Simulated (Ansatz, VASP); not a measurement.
# BeB2: VASP beside Ansatz

```
Be B
1.0
     2.99651    0.00000    0.00000
    -1.49826    2.59506    0.00000
     0.00000    0.00000    2.94296
Be B
1 2
Cartesian
  0.0000 0.0000 0.0000
  0.0000 1.7300 1.4715
  1.4983 0.8650 1.4715
```

Alike in both runs: task single point; functional LDA; k mesh 11 × 11 × 10; occupations fermi-dirac, width 0.05 eV; no spin polarisation.

|  | VASP | Ansatz |
| --- | --- | --- |
| version | VASP 6.6.1 | Ansatz 0.2.0 |
| potentials or method | VASP PAW LDA potentials, release 64 (Be, B), cutoff 600 eV | plane waves, PAW |
| valence electrons in the cell | 8 | 8 |

VASP gave:

```
pressure (GPa)                                                : -18.6
traceless stress, the component that is largest in VASP (GPa) : 5.69
```

Question: Estimate Ansatz's values.

Answer: Pressure (GPa): -18.8; traceless stress, the component that is largest in VASP (GPa): 5.82.

LDA's correlation is that of Perdew and Zunger in VASP and of Perdew and Wang (1992) in Ansatz.
